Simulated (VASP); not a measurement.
# Sn: single point with r2SCAN50

Crystal: Sn.

```
Sn
1.0
    -1.89465    1.89465    1.89465
     1.89465   -1.89465    1.89465
     1.89465    1.89465   -1.89465
Sn
1
Cartesian
  0.0000 0.0000 0.0000
```

This isn't the form of Sn at room conditions, which is tetragonal (white tin).

- Program: VASP 6.6.1
- Task: single point
- Functional: r2SCAN50
- Potentials or basis: VASP PAW PBE potentials, release 64 (Sn_d)
- Cutoff: 520 eV
- k mesh: 5 × 5 × 5
- Occupations: fermi-dirac, width 0.05 eV
- Spin: no spin polarisation

| Item | Value |
| --- | --- |
| Pressure | 0.2 GPa |
| Band gap on the k mesh | zero (bands 7 and 8 overlap by 13.87 eV) |

Levels at points of the mesh, in eV from the Fermi level:
```csv
k point,band 5,band 6,band 7,band 8,band 9,band 10
"(0.00, 0.00, 0.00)",-27.65,-15.55,10.15,10.15,10.15,14.33
```

Run time: 5.4 min on 1 thread of Intel(R) Xeon(R) Platinum 8488C (Sapphire Rapids) (shared host), peak memory 0.16 GiB.

Caveat: the k points lie up to 0.47 Å⁻¹ apart, too coarse for converged energies and pressures of a metal; the PAW data sets were made with another functional, which shifts forces and pressure a little; spin-orbit coupling is left out, which moves the levels of the heavy elements.
